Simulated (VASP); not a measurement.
The system is TiBr.

```
CELL_PARAMETERS angstrom
3.76927 0.00000 0.00000
0.00000 3.76927 0.00000
0.00000 0.00000 3.76927
ATOMIC_POSITIONS crystal
Ti 0.00000 0.00000 0.00000
Br 0.50000 0.50000 0.50000
```

| Quantity | Value |
| --- | --- |
| Program | VASP 6.6.1 |
| Task | relaxation of cell and atoms |
| Functional | PBE |
| Potentials or basis | VASP PAW PBE potentials, release 64 (Ti_sv, Br) |
| Cutoff | 600 eV |
| k mesh | 4 × 4 × 4 |
| Occupations | gaussian, width 0.1 eV |
| Spin | collinear spin, ferromagnetic start |
| Starting moments | [1.0, 0.0] μB |

At the start: pressure -7.7 GPa; volume 26.78 Å³/atom.

**Question.** Where does the relaxation end?

**Answer.** Over 7 steps the energy falls by 322.5 meV/atom and the volume is 17.60 Å³/atom (-34.3 %); space group Pm-3m (No. 221, to 0.05 Å); moment 0.00 μB per cell.

Step by step:
```
step  energy change (eV)  largest force (eV/Å)  pressure (GPa)  volume (Å³)
   1              0.0000                0.0000           -7.74        53.55
   2             -0.3194                0.0000           -7.87        44.14
   3              1.9340                0.0000          102.42        22.63
   4             -0.4759                0.0000           -8.56        40.79
   5             -0.4933                0.0000           13.67        30.82
   6             -0.6403                0.0000           -1.69        36.04
   7             -0.6450                0.0000           -0.19        35.21
```

Final structure:
```
Ti Br
1.0
     3.27759    0.00000    0.00000
     0.00000    3.27759    0.00000
     0.00000    0.00000    3.27759
Ti Br
1 1
Direct
  0.00000 0.00000 0.00000
  0.50000 0.50000 0.50000
```

Caveat: the k points lie up to 0.48 Å⁻¹ apart in the final cell; the volume moved by over 15 % at a fixed basis, so the end points are rough.
